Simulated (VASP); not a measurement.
Crystal: BAs.

```
CELL_PARAMETERS angstrom
0.00000 2.39187 2.39187
2.39187 0.00000 2.39187
2.39187 2.39187 0.00000
ATOMIC_POSITIONS crystal
B 0.00000 0.00000 0.00000
As 0.25000 0.25000 0.25000
```

Base run:

```yaml
Program: VASP 6.6.1
Functional: PBE
Potentials_or_basis: VASP PAW PBE potentials, release 64 (B, As)
Cutoff: 520 eV
k_mesh: 10 × 10 × 10
Occupations: fermi-dirac, width 0.02 eV
Spin: no spin polarisation
```

Its results: band gap on the k mesh 1.18 eV, indirect (least direct gap 3.27 eV); pressure 2.8 GPa.

Q: The run is repeated on the same cell with these changes: k mesh from 10 × 10 × 10 to 6 × 6 × 6; occupations from fermi-dirac, width 0.02 eV to gaussian, width 0.01 eV. What comes out?

A: Band gap on the k mesh 1.28 eV, indirect (least direct gap 3.27 eV); pressure 2.9 GPa.

A k mesh can miss the band edges.
